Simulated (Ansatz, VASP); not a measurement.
**AlNi in VASP and in Ansatz**

```xyz
2
Lattice="1.9387 -1.9532 0.0000 1.9387 1.9532 0.0000 0.0000 0.0000 3.0994" Properties=species:S:1:pos:R:3 pbc="T T T"
Al    0.0000    0.0000    0.0000
Ni    1.7796   -0.1591    1.5497
```

Alike in both runs: task single point; functional PBEsol; k mesh 18 × 18 × 16; occupations gaussian, width 0.15 eV; no spin polarisation.

|  | VASP | Ansatz |
| --- | --- | --- |
| version | VASP 6.6.1 | Ansatz 0.2.0 |
| potentials or method | VASP PAW PBE potentials, release 64 (Al, Ni), cutoff 520 eV | scalar-relativistic, plane waves, PAW |
| valence electrons in the cell | 13 | 21 |

Ansatz gave:

- gap on the k mesh at the Fermi level (eV): none
- pressure (GPa): 3.5
- traceless stress, the component that is largest in VASP (GPa): -2.53
- rms of the force components (eV/Å): 0.744

Q: What did VASP give for the same quantities?

A: gap on the k mesh at the Fermi level (eV): none; pressure (GPa): 3.7; traceless stress, the component that is largest in VASP (GPa): -2.66; rms of the force components (eV/Å): 0.748.

VASP's potentials were made for PBE, not for PBEsol. Atom by atom the forces differ by 0.004 eV/Å (rms over components). A gap of «none» marks a metal or a gap that the smearing closes. The functional is the same, so the differences come from potentials, cutoffs and numerics. VASP's potentials hold 13 valence electrons a cell and Ansatz's 21, so a difference there can come from the potentials and not from the codes.
